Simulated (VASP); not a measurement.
# TiSi2 (Immm) in VASP: notebook, part 2 of 2

VASP 6.6.1. Earlier steps stand in the parts before.

**3. Relaxation of cell and atoms, PBE**

INCAR reads:

```
  PREC = Accurate
  ENCUT = 600
  EDIFF = 1E-7
  ISMEAR = -1
  SIGMA = 0.05
  LREAL = F
  LASPH = T
  NELM = 100
  ALGO = Normal
  ISIF = 3
  LWAVE = F
  LCHARG = F
  GGA = PE
  IBRION = 2
  NSW = 60
  EDIFFG = -0.01
```

KPOINTS reads:

```
Automatic mesh
0
Gamma
  12 12 12
```

POSCAR reads:

```
TiSi2
1.0
   -1.4728720000      1.7121300000      4.2120830000
    1.4728720000     -1.7121300000      4.2120830000
    1.4728720000      1.7121300000     -4.2120830000
Ti Si
1 2
Direct
    0.0000000000      0.0000000000      0.0000000000
    0.6700780000      0.6700780000      0.0000000000
    0.3299220000      0.3299220000      0.0000000000
```

Potentials or basis: VASP PAW PBE potentials, release 64 (Ti_sv, Si).

Run with:

```console
> cat potpaw_PBE.64/Ti_sv/POTCAR potpaw_PBE.64/Si/POTCAR > POTCAR
> mpirun -np 1 vasp_std > vasp.out
```

OUTCAR:

```text
PREC = Accurate
   ENCUT = 600
   EDIFF = 1E-7
   ISMEAR = -1
   LREAL = F
   LASPH = T
   NELM = 100
   ISIF = 3
   GGA = PE
   IBRION = 2
   NSW = 60
   EDIFFG = -0.01

 ion  position               nearest neighbor table
   1  0.000  0.000  0.000-   2 2.67   2 2.67   2 2.67   3 2.67   2 2.67   3 2.67   3 2.67   3 2.67
                             2 2.78   3 2.78
   2  0.670  0.670  0.000-   3 2.63   3 2.63   3 2.63   3 2.63   1 2.67   1 2.67   1 2.67   1 2.67
                             1 2.78   3 2.87
   3  0.330  0.330  0.000-   2 2.63   2 2.63   2 2.63   2 2.63   1 2.67   1 2.67   1 2.67   1 2.67
                             1 2.78   2 2.87

  LATTYP: Found a body centered orthorhombic cell.
 ALAT       =     2.9457440000
 B/A-ratio  =     1.1624431723
 C/A-ratio  =     2.8597753233

  Lattice vectors:

 A1 = (  -1.4728720000,   1.7121300000,   4.2120830000)
 A2 = (   1.4728720000,  -1.7121300000,   4.2120830000)
 A3 = (   1.4728720000,   1.7121300000,  -4.2120830000)

Analysis of symmetry for initial positions (statically):
=====================================================================
 Subroutine PRICEL returns:
 Original cell was already a primitive cell.

 Routine SETGRP: Setting up the symmetry group for a
 body centered orthorhombic supercell.

 Subroutine GETGRP returns: Found  8 space group operations
 (whereof  8 operations were pure point group operations)
 out of a pool of  8 trial point group operations.

The static configuration has the point symmetry D_2h.

Analysis of symmetry for dynamics (positions and initial velocities):
=====================================================================
 Subroutine PRICEL returns:
 Original cell was already a primitive cell.

 Routine SETGRP: Setting up the symmetry group for a
 body centered orthorhombic supercell.

 Subroutine GETGRP returns: Found  8 space group operations
 (whereof  8 operations were pure point group operations)
 out of a pool of  8 trial point group operations.

The dynamic configuration has the point symmetry D_2h.

 Subroutine INISYM returns: Found  8 space group operations
 (whereof  8 operations are pure point group operations),
 and found     1 'primitive' translations

----------------------------------------------------------------------------------------

                                     Primitive cell

  volume of cell :      42.4873

  direct lattice vectors                    reciprocal lattice vectors
    -1.472872000  1.712130000  4.212083000     0.000000000  0.292033899  0.118706113
     1.472872000 -1.712130000  4.212083000     0.339472812  0.000000000  0.118706113
     1.472872000  1.712130000 -4.212083000     0.339472812  0.292033899  0.000000000

  length of vectors
     4.779370698  4.779370698  4.779370698     0.315237909  0.359628880  0.447800836

  position of ions in fractional coordinates (direct lattice)
     0.000000000  0.000000000  0.000000000
     0.670078000  0.670078000  0.000000000
     0.329922000  0.329922000  0.000000000

  ion indices of the primitive-cell ions
   primitive index   ion index
                 1           1
                 2           2
                 3           3

----------------------------------------------------------------------------------------

 KPOINTS: Automatic mesh

Automatic generation of k-mesh.
 Grid dimensions read from file:
 generate k-points for:   12   12   12

 Generating k-lattice:

  Cartesian coordinates                     Fractional coordinates (reciprocal lattice)
     0.000000000  0.024336158  0.009892176     0.083333333  0.000000000 -0.000000000
     0.028289401  0.000000000  0.009892176     0.000000000  0.083333333  0.000000000
     0.028289401  0.024336158  0.000000000    -0.000000000  0.000000000  0.083333333

  Length of vectors
     0.026269826  0.029969073  0.037316736

  Shift w.r.t. Gamma in fractional coordinates (k-lattice)
     0.000000000  0.000000000  0.000000000

 Subroutine IBZKPT returns following result:
 ===========================================

 Found    280 irreducible k-points:

 Following reciprocal coordinates:
            Coordinates               Weight
  0.000000  0.000000  0.000000      1.000000
  0.083333  0.000000 -0.000000      4.000000
  0.166667 -0.000000  0.000000      4.000000
  0.250000  0.000000 -0.000000      4.000000
  0.333333  0.000000  0.000000      4.000000
  0.416667 -0.000000  0.000000      4.000000
[... 16 lines left out ...]
  0.250000  0.166667 -0.000000      8.000000
  0.333333  0.166667  0.000000      8.000000
 [... further k-points ...]
   k-points           NKPTS =    280   k-points in BZ     NKDIM =    280   number of bands    NBANDS=     14
   number of dos      NEDOS =    301   number of ions     NIONS =      3
   total plane-waves  NPLWV =  64000
   dimension x,y,z NGX =    40 NGY =   40 NGZ =   40
   dimension x,y,z NGXF=    80 NGYF=   80 NGZF=   80
   ions per type =               1   2
   NGX,Y,Z   is equivalent  to a cutoff of  13.91, 13.91, 13.91 a.u.
   NGXF,Y,Z  is equivalent  to a cutoff of  27.83, 27.83, 27.83 a.u.
 SYSTEM =  unknown system
   PREC   = accura    normal or accurate (medium, high low for compatibility)
   ISTART =      0    job   : 0-new  1-cont  2-samecut
   ICHARG =      2    charge: 1-file 2-atom 10-const
   ISPIN  =      1    spin polarized calculation?
   LNONCOLLINEAR =      F non collinear calculations
   LSORBIT =      F    spin-orbit coupling
   LASPH  =      T    aspherical Exc in radial PAW
   ENCUT  =  600.0 eV  44.10 Ry    6.64 a.u.   9.55  9.55  9.55*2*pi/ulx,y,z
   NELM   =    100;   NELMIN=  2; NELMDL= -5     # of ELM steps
   EDIFF  = 0.1E-06   stopping-criterion for ELM
   LREAL  =      F    real-space projection
   EDIFFG = -.1E-01   stopping-criterion for IOM
   NSW    =     60    number of steps for IOM
   IBRION =      2    ionic relax: 0-MD 1-quasi-New 2-CG
   NFREE  =      1    steps in history (QN), initial steepest desc. (CG)
   ISIF   =      3    stress and relaxation
   ISYM   =      2    0-nonsym 1-usesym 2-fastsym
   POTIM  = 0.5000    time-step for ionic-motion
   TEBEG  =    0.0;   TEEND  =   0.0 temperature during run
   PSTRESS=    0.0 pullay stress
   NELECT =      20.0000    total number of electrons
   NUPDOWN=      -1.0000    fix difference up-down
   EMIN   =  10.00;   EMAX   =-10.00  energy-range for DOS
   EFERMI =   0.00;   METHOD = LEGACY
   ISMEAR =    -1;   SIGMA  =   0.05  broadening in eV -4-tet -1-fermi 0-gaus
   EFERMI_NEDOS =   21; number of points for ismear=-14 and -15
   IALGO  =     38    algorithm
   IMIX   =      4    mixing-type and parameters
     AMIX     =   0.40;   BMIX     =  1.00
     AMIX_MAG =   1.60;   BMIX_MAG =  1.00
  volume/ion in A,a.u.               =      14.16        95.57
  Fermi-wavevector in a.u.,A,eV,Ry     =   1.273499  2.406564 22.065925  1.621800
  Thomas-Fermi vector in A             =   2.406319
   LORBIT       =      0    0 simple, 1 ext, 2 COOP (PROOUT), +10 PAW based schemes
   GGA     = PE    functional components
   LHFCALC =     F    Hartree Fock is set to
   AEXX    =    0.0000 exact exchange contribution
   IVDW    =     0    specifies the selected vdW correction
   LEPSILON=     F    determine dielectric tensor
   LRPA    =     F    only Hartree local field effects (RPA)
 conjugate gradient relaxation of ions
 non-spin polarized calculation
  energy-cutoff  :      600.00
  volume of cell :       42.49
 maximum number of plane-waves:      1438
 NGX is ok and might be reduce to    40
   NGX = 19   NGY = 19   NGZ = 19

--------------------------------------- Ionic step        1  -------------------------------------------

 number of electron      20.0000000 magnetization

 Free energy of the ion-electron system (eV)
  ---------------------------------------------------
  ext. energy  EPLUGINS =         0.00000000
  ---------------------------------------------------
  free energy    TOTEN  =       -19.85835516 eV

  energy without entropy =      -19.84712097  energy(sigma->0) =      -19.85273806

 E-fermi :  10.0019     XC(G=0): -11.6940

 val. band max:        9.9988064065   @ k =   0.5000   0.5000   0.3333
 cond. band min:      10.0031115900   @ k =   0.5000   0.1667  -0.0000
 fundamental gap:      0.0043051834
 Fermi energy:        10.0019282492

 k-point     1 :       0.0000    0.0000    0.0000
  band No.  band energies     occupation
      1     -46.2720      2.00000
      2     -22.6010      2.00000
      3     -22.5798      2.00000
      4     -22.3290      2.00000
      5      -2.5653      2.00000
      6       5.2583      2.00000
      7       5.8477      2.00000
      8       7.8503      2.00000
      9       9.3797      1.99999
     10      10.7650      0.00000
     11      12.0440      0.00000
     12      12.4057      0.00000
     13      13.1296      0.00000
     14      13.7618      0.00000
[... 536 lines left out ...]
  energy  without entropy=      -19.8476687760  energy(sigma->0) =      -19.85330600

--------------------------------------- Ionic step        5  -------------------------------------------

 number of electron      20.0000000 magnetization

 Free energy of the ion-electron system (eV)
  ---------------------------------------------------
  ext. energy  EPLUGINS =         0.00000000
  ---------------------------------------------------
  free energy    TOTEN  =       -19.85895258 eV

  energy without entropy =      -19.84766861  energy(sigma->0) =      -19.85331059

 E-fermi :   9.9652     XC(G=0): -11.6858

 val. band max:        9.9600310878   @ k =   0.4167   0.0833   0.0833
 cond. band min:       9.9729015007   @ k =  -0.4167   0.4167   0.3333
 fundamental gap:      0.0128704129
 Fermi energy:         9.9651822069

 k-point     1 :       0.0000    0.0000    0.0000
  band No.  band energies     occupation
      1     -46.3033      2.00000
      2     -22.6298      2.00000
      3     -22.6089      2.00000
      4     -22.3709      2.00000
      5      -2.5671      2.00000
      6       5.2481      2.00000
      7       5.8824      2.00000
      8       7.8551      2.00000
      9       9.3600      1.99999
     10      10.6688      0.00000
     11      12.0539      0.00000
     12      12.3484      0.00000
     13      13.1100      0.00000
     14      13.7581      0.00000
[... 421 lines left out ...]
  FREE ENERGIE OF THE ION-ELECTRON SYSTEM (eV)
  ---------------------------------------------------
  free  energy   TOTEN  =       -19.8589525817 eV

  energy  without entropy=      -19.8476686067  energy(sigma->0) =      -19.85331059

 reached required accuracy - stopping structural energy minimisation
```

OSZICAR:

```text
N       E                     dE             d eps       ncg     rms          rms(c)
DAV:   1     0.141156571442E+03    0.14116E+03   -0.10661E+04  7846   0.164E+03
DAV:   2    -0.976929785114E+01   -0.15093E+03   -0.14873E+03  7966   0.388E+02
[... 45 lines left out ...]
DAV:   1    -0.198590190709E+02   -0.75764E-04   -0.18157E-03  9216   0.636E-01    0.704E-02
DAV:   2    -0.198589740583E+02    0.45013E-04   -0.70355E-04 10502   0.289E-01    0.261E-02
DAV:   3    -0.198589550008E+02    0.19057E-04   -0.13337E-04 10570   0.977E-02    0.132E-02
DAV:   4    -0.198589526356E+02    0.23652E-05   -0.18654E-05 12126   0.402E-02    0.557E-03
DAV:   5    -0.198589527213E+02   -0.85636E-07   -0.14847E-06  9178   0.134E-02    0.193E-03
DAV:   6    -0.198589526130E+02    0.10823E-06   -0.74911E-07 11172   0.529E-03    0.720E-04
DAV:   7    -0.198589525817E+02    0.31311E-07   -0.57971E-08  4878   0.188E-03
   5 F= -.19858953E+02 E0= -.19853311E+02  d E =-.725331E-04
```

Run time: 8.1 min. Hardware: 1 thread of Intel Xeon 6975P-C (Granite Rapids), shared host; peak memory 0.4 GiB.

Results:

```yaml
Free_energy: -19.8590 eV
Relaxed_volume: 14.19 Å³/atom
Relaxed_cell: a = 4.772 Å, b = 4.772 Å, c = 4.772 Å, α = 143.88°, β = 137.95°, γ = 56.61°
Space_group_after_relaxing_to_0.1_Å: Immm (No. 71)
Energy_gained_by_relaxing: 0.2 meV/atom
Ionic_steps: 5
Pressure_after_relaxing: 0.0 GPa
Largest_force_after_relaxing: 0.009 eV/Å
Band_gap_on_the_k_mesh: zero (bands 10 and 11 overlap by 2.31 eV)
```

Forces in eV/Å, atoms in the order of the input:
```
Ti   0.000  0.000  0.000
Si   0.000  0.000 -0.009
Si   0.000  0.000  0.009
```

The path:
```
step  energy change (eV)  largest force (eV/Å)  pressure (GPa)  volume (Å³)
   1              0.0000                0.0128            0.22        42.49
   2             -0.0005                0.0146           -0.14        42.61
   3             -0.0005                0.0149           -0.20        42.63
   4             -0.0006                0.0064            0.10        42.54
   5             -0.0006                0.0086            0.02        42.57
```

Final structure:
```
Ti Si
1.0
    -1.47955    1.71194    4.20143
     1.47955   -1.71194    4.20143
     1.47955    1.71194   -4.20143
Ti Si
1 2
Direct
  0.00000 0.00000 0.00000
  0.66991 0.66991 0.00000
  0.33009 0.33009 0.00000
```
